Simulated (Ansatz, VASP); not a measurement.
**One calculation of SnTe, two programs**

```
Sn Te
1.0
     0.00000    3.18933    3.18933
     3.18933    0.00000    3.18933
     3.18933    3.18933    0.00000
Sn Te
1 1
Cartesian
  0.0000 0.0000 0.0000
  3.1893 3.1893 3.1893
```

Alike in both runs: task single point; functional PBE; k mesh 8 × 8 × 8; occupations fermi-dirac, width 0.02 eV; no spin polarisation.

```csv
,VASP,Ansatz
version,VASP 6.6.1,Ansatz 0.2.0
potentials or method,"VASP PAW PBE potentials, release 64 (Sn_d, Te)","plane waves, PAW"
plane-wave cutoff (eV),520,420
valence electrons in the cell,20,30
```

```tsv
	VASP	Ansatz	Ansatz less VASP
pressure (GPa)	0.6	0.6	+0.07
```

VASP's potentials hold 20 valence electrons a cell and Ansatz's 30, so a difference there can come from the potentials and not from the codes.

Spin-orbit coupling is off throughout.
